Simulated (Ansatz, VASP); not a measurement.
**Ni: VASP beside Ansatz**

The input INCAR:

```
AGGAC = 1.0
AGGAX = 1.0
ALDAC = 0.0
ALDAX = 1.0
ALGO = Normal
EDIFF = 1E-6
ENCUT = 520
GGA = B5
ISIF = 2
ISMEAR = -1
ISPIN = 2
LASPH = T
LCHARG = F
LMAXMIX = 4
LORBIT = 11
LREAL = F
LWAVE = F
MAGMOM = -0.58 -0.58
NBANDS = 21
NELM = 150
PREC = Accurate
SIGMA = 0.05
```

Contents of KPOINTS:

```
k-points
0
Gamma
  12 12 12
```

The input POSCAR:

```
Ni
1.0
    2.7623086457      0.0000000000      0.0000000000
    0.0000000000      2.7623086457      0.0000000000
    0.0000000000      0.0000000000      2.7623086457
Ni
2
Direct
    0.0000000000      0.0000000000      0.0000000000
    0.5000000000      0.5000000000      0.5000000000
```

Input for Ansatz:

```yaml
crystal:
  lattice:
    - [2.7623086457, 0.0, 0.0]
    - [0.0, 2.7623086457, 0.0]
    - [0.0, 0.0, 2.7623086457]
  atoms:
    - { symbol: Ni, position: [0.0, 0.0, 0.0], spin: -0.58 }
    - { symbol: Ni, position: [0.5, 0.5, 0.5], spin: -0.58 }
hamiltonian:
  xc: blyp
  pseudopotentials:
    kind: paw
    azcp:
      Ni: "pseudopotentials/Ni.paw.azcp"
basis:
  ecutwfc: 420
  fft_grid_basis: typed
kpoints:
  mp_grid: { grid: [12, 12, 12], shift: [0, 0, 0] }
magnetization:
  spin_polarized: true
scf:
  occupations: { method: fermi_dirac, width: 0.05 }
  lower_state_search: "off"
output:
  stress: true
  write_density: true
  write_potential: true
  elf: true
  volumetric_format: npy
```

Alike in both runs: task single point; functional BLYP; k mesh 12 × 12 × 12; occupations fermi-dirac, width 0.05 eV; collinear spin.

```csv
,VASP,Ansatz
version,VASP 6.6.1,Ansatz 0.2.0
potentials or method,"VASP PAW PBE potentials, release 64 (Ni), cutoff 520 eV","plane waves (420 eV) with PAW, scalar-relativistic"
valence electrons in the cell,20,36
```

```tsv
	VASP	Ansatz	Ansatz less VASP
pressure (GPa)	18.6	18.6	+0.02
net moment per atom (μB)	0.48	0.49	+0.004
size of the moment on the site where the two differ most (μB)	0.49	0.51	+0.025
```

VASP's potentials were made for PBE, not for BLYP. Site moments also hang on the region over which each program counts them. VASP's potentials hold 20 valence electrons a cell and Ansatz's 36, so a difference there can come from the potentials and not from the codes.
